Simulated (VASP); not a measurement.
# AlN (P6_3mc) in VASP: a series of runs

The runs below take AlN through single point, with LDA.

All numbers are computed with VASP 6.6.1; they aren't measurements. Logs are shortened: lines on timing, memory, paths and dates and some standing lists are left out, and cuts for length are marked.

## 1. The cell of the first run

The structure is hexagonal, space group P6_3mc (No. 186). Conventional cell: a = 3.194 Å, b = 3.194 Å, c = 3.998 Å, α = 90.00°, β = 90.00°, γ = 120.00°. Within 2.2 Å of Al (site symmetry 3m) lie 4 N at 1.68 to 1.87 Å. Within 2.2 Å of N (site symmetry 3m) lie 4 Al at 1.68 to 1.87 Å.

## 2. Single point, LDA

INCAR

```
ALGO = Normal ; EDIFF = 1E-7
ENCUT = 520 ; ISIF = 2
ISMEAR = 0 ; LASPH = True
LCHARG = True ; LELF = True
LREAL = False ; LVHAR = True
LWAVE = False ; NBANDS = 16
NELM = 80 ; PREC = Accurate
SIGMA = 0.05
```

KPOINTS

```
k-points
0
Gamma
  9 9 6
```

POSCAR

```
AlN
1.0
    3.1939629070      0.0000000000      0.0000000000
   -1.5969814535      2.7660530162      0.0000000000
    0.0000000000      0.0000000000      3.9981702366
Al N
2 2
Direct
    0.3333333333      0.6666666667      0.7773448474
    0.6666666667      0.3333333333      0.2773448474
    0.3333333333      0.6666666667      0.1973259047
    0.6666666667      0.3333333333      0.6973259047
```

Potentials or basis: VASP PAW LDA potentials, release 64 (Al, N).

Run with:

```
> cat potpaw_LDA.64/Al/POTCAR potpaw_LDA.64/N/POTCAR > POTCAR
> mpirun -np 1 vasp_std > vasp.out
```

OUTCAR:

```text
EDIFF = 1E-7
   ENCUT = 520
   ISIF = 2
   ISMEAR = 0
   LASPH = True
   LREAL = False
   NELM = 80
   PREC = Accurate

 ion  position               nearest neighbor table
   1  0.333  0.667  0.777-   3 1.68   4 1.87   4 1.87   4 1.87   3 2.32   2 2.72   2 2.72   2 2.72
                             2 2.72   2 2.72   2 2.72
   2  0.667  0.333  0.277-   4 1.68   3 1.87   3 1.87   3 1.87   4 2.32   1 2.72   1 2.72   1 2.72
                             1 2.72   1 2.72   1 2.72
   3  0.333  0.667  0.197-   1 1.68   2 1.87   2 1.87   2 1.87   1 2.32
   4  0.667  0.333  0.697-   2 1.68   1 1.87   1 1.87   1 1.87   2 2.32

  LATTYP: Found a hexagonal cell.
 ALAT       =     3.1939629070
 C/A-ratio  =     1.2517898150

  Lattice vectors:

 A1 = (   3.1939629070,   0.0000000000,   0.0000000000)
 A2 = (  -1.5969814535,   2.7660530162,   0.0000000000)
 A3 = (   0.0000000000,   0.0000000000,   3.9981702366)

Analysis of symmetry for initial positions (statically):
=====================================================================
 Subroutine PRICEL returns:
 Original cell was already a primitive cell.

 Routine SETGRP: Setting up the symmetry group for a
 hexagonal supercell.

 Subroutine GETGRP returns: Found 12 space group operations
 (whereof  6 operations were pure point group operations)
 out of a pool of 24 trial point group operations.

The static configuration has the point symmetry C_3v.
 The point group associated with its full space group is C_6v.

Analysis of symmetry for dynamics (positions and initial velocities):
=====================================================================
 Subroutine PRICEL returns:
 Original cell was already a primitive cell.

 Routine SETGRP: Setting up the symmetry group for a
 hexagonal supercell.

 Subroutine GETGRP returns: Found 12 space group operations
 (whereof  6 operations were pure point group operations)
 out of a pool of 24 trial point group operations.

The dynamic configuration has the point symmetry C_3v.
 The point group associated with its full space group is C_6v.

 Subroutine INISYM returns: Found 12 space group operations
 (whereof  6 operations are pure point group operations),
 and found     1 'primitive' translations

----------------------------------------------------------------------------------------

                                     Primitive cell

  volume of cell :      35.3225

  direct lattice vectors                    reciprocal lattice vectors
     3.193962907  0.000000000  0.000000000     0.313090674  0.180762985  0.000000000
    -1.596981453  2.766053016  0.000000000     0.000000000  0.361525970  0.000000000
     0.000000000  0.000000000  3.998170237     0.000000000  0.000000000  0.250114413

  length of vectors
     3.193962907  3.193962907  3.998170237     0.361525970  0.361525970  0.250114413

  position of ions in fractional coordinates (direct lattice)
     0.333333333  0.666666667  0.777344847
     0.666666667  0.333333333  0.277344847
     0.333333333  0.666666667  0.197325905
     0.666666667  0.333333333  0.697325905

  ion indices of the primitive-cell ions
   primitive index   ion index
                 1           1
                 2           2
                 3           3
                 4           4

----------------------------------------------------------------------------------------

 KPOINTS: k-points

Automatic generation of k-mesh.
 Grid dimensions read from file:
 generate k-points for:    9    9    6

 Generating k-lattice:

  Cartesian coordinates                     Fractional coordinates (reciprocal lattice)
     0.034787853  0.020084776  0.000000000     0.111111111  0.000000000  0.000000000
     0.000000000  0.040169552  0.000000000     0.000000000  0.111111111  0.000000000
     0.000000000  0.000000000  0.041685735     0.000000000  0.000000000  0.166666667

  Length of vectors
     0.040169552  0.040169552  0.041685735

  Shift w.r.t. Gamma in fractional coordinates (k-lattice)
     0.000000000  0.000000000  0.000000000

 Subroutine IBZKPT returns following result:
 ===========================================

 Found     48 irreducible k-points:

 Following reciprocal coordinates:
            Coordinates               Weight
  0.000000  0.000000  0.000000      1.000000
  0.111111  0.000000  0.000000      6.000000
  0.222222 -0.000000  0.000000      6.000000
  0.333333 -0.000000  0.000000      6.000000
  0.444444 -0.000000  0.000000      6.000000
  0.111111  0.111111  0.000000      6.000000
[... 16 lines left out ...]
  0.333333  0.222222  0.166667     24.000000
  0.333333  0.333333  0.166667      4.000000
 [... further k-points ...]
   k-points           NKPTS =     48   k-points in BZ     NKDIM =     48   number of bands    NBANDS=     16
   number of dos      NEDOS =    301   number of ions     NIONS =      4
   total plane-waves  NPLWV =  17280
   dimension x,y,z NGX =    24 NGY =   24 NGZ =   30
   dimension x,y,z NGXF=    48 NGYF=   48 NGZF=   60
   ions per type =               2   2
   NGX,Y,Z   is equivalent  to a cutoff of  12.49, 12.49, 12.47 a.u.
   NGXF,Y,Z  is equivalent  to a cutoff of  24.98, 24.98, 24.95 a.u.
 SYSTEM =  unknown system
   PREC   = accura    normal or accurate (medium, high low for compatibility)
   ISTART =      0    job   : 0-new  1-cont  2-samecut
   ICHARG =      2    charge: 1-file 2-atom 10-const
   ISPIN  =      1    spin polarized calculation?
   LNONCOLLINEAR =      F non collinear calculations
   LSORBIT =      F    spin-orbit coupling
   LASPH  =      T    aspherical Exc in radial PAW
   ENCUT  =  520.0 eV  38.22 Ry    6.18 a.u.   5.94  5.94  7.43*2*pi/ulx,y,z
   NELM   =     80;   NELMIN=  2; NELMDL= -5     # of ELM steps
   EDIFF  = 0.1E-06   stopping-criterion for ELM
   LREAL  =      F    real-space projection
   EDIFFG = 0.1E-05   stopping-criterion for IOM
   NSW    =      0    number of steps for IOM
   IBRION =     -1    ionic relax: 0-MD 1-quasi-New 2-CG
   NFREE  =      0    steps in history (QN), initial steepest desc. (CG)
   ISIF   =      2    stress and relaxation
   ISYM   =      2    0-nonsym 1-usesym 2-fastsym
   POTIM  = 0.5000    time-step for ionic-motion
   TEBEG  =    0.0;   TEEND  =   0.0 temperature during run
   PSTRESS=    0.0 pullay stress
   NELECT =      16.0000    total number of electrons
   NUPDOWN=      -1.0000    fix difference up-down
   EMIN   =  10.00;   EMAX   =-10.00  energy-range for DOS
   EFERMI =   0.00;   METHOD = LEGACY
   ISMEAR =     0;   SIGMA  =   0.05  broadening in eV -4-tet -1-fermi 0-gaus
   EFERMI_NEDOS =   21; number of points for ismear=-14 and -15
   IALGO  =     38    algorithm
   IMIX   =      4    mixing-type and parameters
     AMIX     =   0.40;   BMIX     =  1.00
     AMIX_MAG =   1.60;   BMIX_MAG =  1.00
  volume/ion in A,a.u.               =       8.83        59.59
  Fermi-wavevector in a.u.,A,eV,Ry     =   1.257277  2.375909 21.507345  1.580745
  Thomas-Fermi vector in A             =   2.390944
   LORBIT       =      0    0 simple, 1 ext, 2 COOP (PROOUT), +10 PAW based schemes
   GGA     = CA    functional components
   LHFCALC =     F    Hartree Fock is set to
   AEXX    =    0.0000 exact exchange contribution
   IVDW    =     0    specifies the selected vdW correction
   LEPSILON=     F    determine dielectric tensor
   LRPA    =     F    only Hartree local field effects (RPA)
 non-spin polarized calculation
 Gauss-broadening in eV      SIGMA  =   0.05
  energy-cutoff  :      520.00
  volume of cell :       35.32
 maximum number of plane-waves:       966
 NGX is ok and might be reduce to    24
   NGX = 11   NGY = 11   NGZ = 15

 number of electron      16.0000004 magnetization

 Free energy of the ion-electron system (eV)
  ---------------------------------------------------
  ext. energy  EPLUGINS =         0.00000000
  ---------------------------------------------------
  free energy    TOTEN  =       -31.37711506 eV

  energy without entropy =      -31.37711506  energy(sigma->0) =      -31.37711506

 E-fermi :   8.7990     XC(G=0): -11.9865

 val. band max:        8.5013413917   @ k =   0.0000   0.0000   0.0000
 cond. band min:      12.9626074082   @ k =   0.4444  -0.0000   0.0000
 fundamental gap:      4.4612660165
 Fermi energy:         8.7989622203

 k-point     1 :       0.0000    0.0000    0.0000
  band No.  band energies     occupation
      1      -8.5576      2.00000
      2      -4.3367      2.00000
      3       1.6478      2.00000
      4       5.4546      2.00000
      5       5.4546      2.00000
      6       7.2085      2.00000
[... 8 lines left out ...]
     15      21.2862      0.00000
     16      21.5152      0.00000

 k-point     2 :       0.1111    0.0000    0.0000
  band No.  band energies     occupation
      1      -8.3986      2.00000
      2      -4.3307      2.00000
      3       1.8054      2.00000
      4       4.9107      2.00000
      5       5.2250      2.00000
      6       6.6834      2.00000
[... 8 lines left out ...]
     15      20.9424      0.00000
     16      21.5527      0.00000

 k-point     3 :       0.2222   -0.0000    0.0000
  band No.  band energies     occupation
      1      -7.9410      2.00000
      2      -4.3667      2.00000
      3       2.2484      2.00000
      4       3.7506      2.00000
      5       4.7667      2.00000
      6       5.7425      2.00000
[... 8 lines left out ...]
     15      20.1958      0.00000
     16      22.0232      0.00000

 k-point     4 :       0.3333   -0.0000    0.0000
  band No.  band energies     occupation
      1      -7.2553      2.00000
      2      -4.5814      2.00000
      3       2.4738      2.00000
      4       3.1582      2.00000
      5       4.3578      2.00000
      6       4.9086      2.00000
[... 8 lines left out ...]
     15      21.0417      0.00000
     16      22.7189      0.00000

 k-point     5 :       0.4444   -0.0000    0.0000
  band No.  band energies     occupation
      1      -6.5533      2.00000
      2      -4.9965      2.00000
      3       1.9948      2.00000
      4       3.8215      2.00000
      5       4.1288      2.00000
      6       4.3912      2.00000
[... 8 lines left out ...]
     15      22.8915      0.00000
     16      23.3308      0.00000

 k-point     6 :       0.1111    0.1111    0.0000
  band No.  band energies     occupation
      1      -8.0900      2.00000
      2      -4.3448      2.00000
      3       2.1087      2.00000
      4       4.3275      2.00000
      5       4.4846      2.00000
      6       6.2402      2.00000
[... 8 lines left out ...]
     15      20.4530      0.00000
     16      21.8107      0.00000
[... 267 lines left out ...]
 k-point    21 :       0.4444    0.1111    0.1667
  band No.  band energies     occupation
      1      -6.1920      2.00000
      2      -5.1462      2.00000
      3       1.5421      2.00000
      4       3.2969      2.00000
      5       3.6094      2.00000
      6       5.1792      2.00000
[... 8 lines left out ...]
     15      22.2295      0.00000
     16      23.6460      0.00000

 k-point    22 :       0.2222    0.2222    0.1667
  band No.  band energies     occupation
      1      -6.7271      2.00000
      2      -4.8367      2.00000
      3       2.2428      2.00000
      4       2.5229      2.00000
      5       4.4113      2.00000
      6       5.0208      2.00000
[... 8 lines left out ...]
     15      21.7890      0.00000
     16      23.3151      0.00000

 k-point    23 :       0.3333    0.2222    0.1667
  band No.  band energies     occupation
      1      -6.0836      2.00000
      2      -5.1553      2.00000
      3       1.8169      2.00000
      4       2.7273      2.00000
      5       3.5656      2.00000
      6       5.5706      2.00000
[... 8 lines left out ...]
     15      21.7391      0.00000
     16      23.5768      0.00000

 k-point    24 :       0.3333    0.3333    0.1667
  band No.  band energies     occupation
      1      -5.5562      2.00000
      2      -5.5562      2.00000
      3       1.7566      2.00000
      4       3.0052      2.00000
      5       3.0052      2.00000
      6       5.6747      2.00000
[... 8 lines left out ...]
     15      21.1019      0.00000
     16      23.3321      0.00000

 [... further k-points ...]
[... 5 lines left out ...]
  --------------------------------------------------------------------------------------
  -------------------------------------------------------------------------------------
  Total        2.7293968      2.7293968     19.0977980      0.0000000     -0.0000000      0.0000000
  in kB      123.8014176    123.8014176    866.2479667      0.0000000     -0.0000000      0.0000000
  external PRESSURE =     371.2836006 kB  Pullay stress =       0.0000000 kB

 VOLUME and BASIS-vectors are now :
 -----------------------------------------------------------------------------
  energy-cutoff  :      520.00
  volume of cell :       35.32
      direct lattice vectors                 reciprocal lattice vectors
     3.193962907  0.000000000  0.000000000     0.313090674  0.180762985  0.000000000
    -1.596981453  2.766053016  0.000000000     0.000000000  0.361525970  0.000000000
     0.000000000  0.000000000  3.998170237     0.000000000  0.000000000  0.250114413

 POSITION                                       TOTAL-FORCE (eV/Angst)
 -----------------------------------------------------------------------------------
     -0.00000      1.84404      3.10796        -0.000000      0.000000     -4.200196
      1.59698      0.92202      1.10887         0.000000     -0.000000     -4.200196
     -0.00000      1.84404      0.78894         0.000000     -0.000000      4.200196
      1.59698      0.92202      2.78803        -0.000000     -0.000000      4.200196
 -----------------------------------------------------------------------------------
    total drift:                               -0.000000     -0.000000     -0.000194

  FREE ENERGIE OF THE ION-ELECTRON SYSTEM (eV)
  ---------------------------------------------------
  free  energy   TOTEN  =       -31.3771150630 eV

  energy  without entropy=      -31.3771150630  energy(sigma->0) =      -31.37711506
```

It took 7.4 s on 1 thread of Intel Xeon 6975P-C (Granite Rapids), shared host; peak memory 0.13 GiB.

What came out:

| Property | Result |
| --- | --- |
| Free energy | -31.3771 eV |
| Pressure | 37.1 GPa |
| Largest force | 4.200 eV/Å |
| Band gap on the k mesh | 4.46 eV, indirect (least direct gap 4.58 eV) |

Forces on the atoms (eV/Å):
```
Al   0.000  0.000 -4.200
Al   0.000  0.000 -4.200
N    0.000  0.000  4.200
N    0.000  0.000  4.200
```

Levels at points of the mesh, in eV from the valence-band top:
```tsv
k point	band 5	band 6	band 7	band 8	band 9	band 10	band 11	band 12
(0.00, 0.00, 0.00)	-3.05	-1.29	-1.29	0.00	4.58	5.47	9.16	9.16
(0.00, 0.00, 0.50)	-2.21	-2.21	-2.21	-2.21	6.47	6.47	9.33	9.33
```

Caveat: forces of over 1 eV/Å act on the atoms, so gaps and moduli don't describe the material at rest. LDA gaps usually lie below the measured ones, often by a third to a half.

## 3. Single point, LDA

INCAR

```
  PREC = Accurate
  ENCUT = 520
  EDIFF = 1E-7
  ISMEAR = 0
  SIGMA = 0.05
  LREAL = F
  LASPH = T
  NELM = 100
  ALGO = Normal
  ISIF = 2
  LWAVE = F
  LCHARG = T
  LELF = T
  LVHAR = T
  NBANDS = 16
```

KPOINTS

```
regular mesh
0
Gamma
  9 9 6
```

POSCAR

```
AlN
1.0
    3.1939629070      0.0000000000      0.0000000000
   -1.5969814535      2.7660530162      0.0000000000
    0.0000000000      0.0000000000      3.9981702366
Al N
2 2
Direct
    0.3333333333      0.6666666667      0.7609379390
    0.6666666667      0.3333333333      0.2609379390
    0.3333333333      0.6666666667      0.2289303619
    0.6666666667      0.3333333333      0.7289303619
```

Potentials or basis: VASP PAW LDA potentials, release 64 (Al, N).

Run with:

```
> cat potpaw_LDA.64/Al/POTCAR potpaw_LDA.64/N/POTCAR > POTCAR
> mpirun -np 1 vasp_std > vasp.out
```

OUTCAR:

```text
PREC = Accurate
   ENCUT = 520
   EDIFF = 1E-7
   ISMEAR = 0
   LREAL = F
   LASPH = T
   NELM = 100
   ISIF = 2

 ion  position               nearest neighbor table
   1  0.333  0.667  0.761-   4 1.85   4 1.85   4 1.85   3 1.87   3 2.13   2 2.72   2 2.72   2 2.72
                             2 2.72   2 2.72   2 2.72
   2  0.667  0.333  0.261-   3 1.85   3 1.85   3 1.85   4 1.87   4 2.13   1 2.72   1 2.72   1 2.72
                             1 2.72   1 2.72   1 2.72
   3  0.333  0.667  0.229-   2 1.85   2 1.85   2 1.85   1 1.87   1 2.13
   4  0.667  0.333  0.729-   1 1.85   1 1.85   1 1.85   2 1.87   2 2.13
[... 661 lines left out ...]
  --------------------------------------------------------------------------------------
  -------------------------------------------------------------------------------------
  Total        4.4802628      4.4802628      6.3318105      0.0000000      0.0000000      0.0000000
  in kB      203.2181166    203.2181166    287.2015887      0.0000000      0.0000000      0.0000000
  external PRESSURE =     231.2126073 kB  Pullay stress =       0.0000000 kB

 VOLUME and BASIS-vectors are now :
 -----------------------------------------------------------------------------
  energy-cutoff  :      520.00
  volume of cell :       35.32
      direct lattice vectors                 reciprocal lattice vectors
     3.193962907  0.000000000  0.000000000     0.313090674  0.180762985  0.000000000
    -1.596981453  2.766053016  0.000000000     0.000000000  0.361525970  0.000000000
     0.000000000  0.000000000  3.998170237     0.000000000  0.000000000  0.250114413

 POSITION                                       TOTAL-FORCE (eV/Angst)
 -----------------------------------------------------------------------------------
     -0.00000      1.84404      3.04236        -0.000000      0.000000     -0.816599
      1.59698      0.92202      1.04327         0.000000     -0.000000     -0.816599
     -0.00000      1.84404      0.91530        -0.000000     -0.000000      0.816599
      1.59698      0.92202      2.91439         0.000000      0.000000      0.816599
 -----------------------------------------------------------------------------------
    total drift:                               -0.000000     -0.000000     -0.000079

  FREE ENERGIE OF THE ION-ELECTRON SYSTEM (eV)
  ---------------------------------------------------
  free  energy   TOTEN  =       -32.2096662421 eV

  energy  without entropy=      -32.2096662421  energy(sigma->0) =      -32.20966624
```

stdout:

```text
POSCAR found type information on POSCAR AlN
 POSCAR found :  2 types and       4 ions
 scaLAPACK will be used
 LDA part: xc-table for (Slater(with rela. corr.)+CA(PZ))
 , standard interpolation
 POSCAR, INCAR and KPOINTS ok, starting setup
 FFT: planning ... GRIDC
 FFT: planning ... GRID_SOFT
 FFT: planning ... GRID
 WAVECAR not read
 entering main loop
```

Wall time 8 s (1 thread of Intel Xeon 6975P-C (Granite Rapids), shared host); peak memory 0.14 GiB.

What came out:

| Quantity | Value |
| --- | --- |
| Free energy | -32.2097 eV |
| Pressure | 23.1 GPa |
| Largest force | 0.817 eV/Å |
| Band gap on the k mesh | 4.18 eV, indirect (least direct gap 4.25 eV) |

Forces in eV/Å, atoms in the order of the input:
```
Al   0.000  0.000 -0.817
Al   0.000  0.000 -0.817
N    0.000  0.000  0.817
N    0.000  0.000  0.817
```

Stress tensor (GPa, compression positive):
```
20.32  0.00  0.00
 0.00 20.32  0.00
 0.00  0.00 28.72
```

Levels at points of the mesh, in eV from the valence-band top:
```tsv
k point	band 5	band 6	band 7	band 8	band 9	band 10	band 11	band 12
(0.00, 0.00, 0.00)	-3.52	-1.70	-1.70	0.00	4.25	5.28	8.76	8.76
(0.00, 0.00, 0.50)	-2.66	-2.66	-2.66	-2.66	6.36	6.36	8.87	8.87
```

A k mesh can miss the band edges.
